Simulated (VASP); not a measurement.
Se, 2 atoms in the cell. The structure is cubic, space group Fd-3m (No. 227). The conventional cell has a = 6.710 Å, b = 6.710 Å, c = 6.710 Å, α = 90.00°, β = 90.00°, γ = 90.00°. Within 3.8 Å of Se (site symmetry -43m) lie 4 Se at 2.91 Å.  This cell differs from its parent crystal: O replaced by Se, lengths x 1.491, strained.

| Item | Value |
| --- | --- |
| Program | VASP 6.6.1 |
| Task | single point |
| Functional | PBE |
| Potentials or basis | VASP PAW PBE potentials, release 64 (Se) |
| Cutoff | 520 eV |
| k mesh | 12 × 12 × 12 |
| Occupations | gaussian, width 0.1 eV |
| Spin | no spin polarisation |
| Dipole correction | no |
| Further INCAR settings | ALGO = Normal; EDIFF = 1e-06; NBANDS = 13 |

Potentials or basis: VASP PAW PBE potentials, release 64 (Se).

Run with:

```bash
$ cat potpaw_PBE.64/Se/POTCAR > POTCAR
$ mpirun -np 1 vasp_std > vasp.out
```

Hardware: 1 thread of AMD EPYC 7R13 Processor (Zen 3), with other jobs on the host.

Task: How long does it take, and how much memory?

Result: It took 49 s on 1 thread of AMD EPYC 7R13 Processor (Zen 3) (shared host), peak memory 0.2 GiB. Counts: scf iterations 11, k points 72.
